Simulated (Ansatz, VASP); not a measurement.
**Two plane-wave programs on WS2**

```
W S
1.0
     3.18000    0.00000    0.00000
    -1.59000    2.75396    0.00000
     0.00000    0.00000   12.50000
W S
2 4
Direct
  0.33333 0.66667 0.25000
  0.66667 0.33333 0.75000
  0.33333 0.66667 0.62500
  0.66667 0.33333 0.12500
  0.33333 0.66667 0.87500
  0.66667 0.33333 0.37500
```

Alike in both runs: task single point; functional LDA; k mesh 6 × 6 × 2; occupations gaussian, width 0.1 eV; no spin polarisation.

```csv
,VASP,Ansatz
version,VASP 6.6.1,Ansatz 0.2.0
potentials or method,"VASP PAW LDA potentials, release 64 (W_sv, S), cutoff 520 eV","scalar-relativistic, plane waves, PAW"
valence electrons in the cell,52,52
```

|  | VASP | Ansatz | Ansatz less VASP |
| --- | --- | --- | --- |
| gap on the k mesh at the Fermi level (eV) | 0.98 | 0.97 | -0.009 |
| least direct gap on the mesh (eV) | 1.72 | 1.71 | -0.011 |
| pressure (GPa) | -5.3 | -5.6 | -0.35 |
| traceless stress, the component that is largest in VASP (GPa) | 1.28 | 1.28 | +0.001 |
| rms of the force components (eV/Å) | 0.145 | 0.166 | +0.0214 |

LDA's correlation is that of Perdew and Zunger in VASP and of Perdew and Wang (1992) in Ansatz. Atom by atom the forces differ by 0.021 eV/Å (rms over components).

Neither program's run includes spin-orbit coupling.
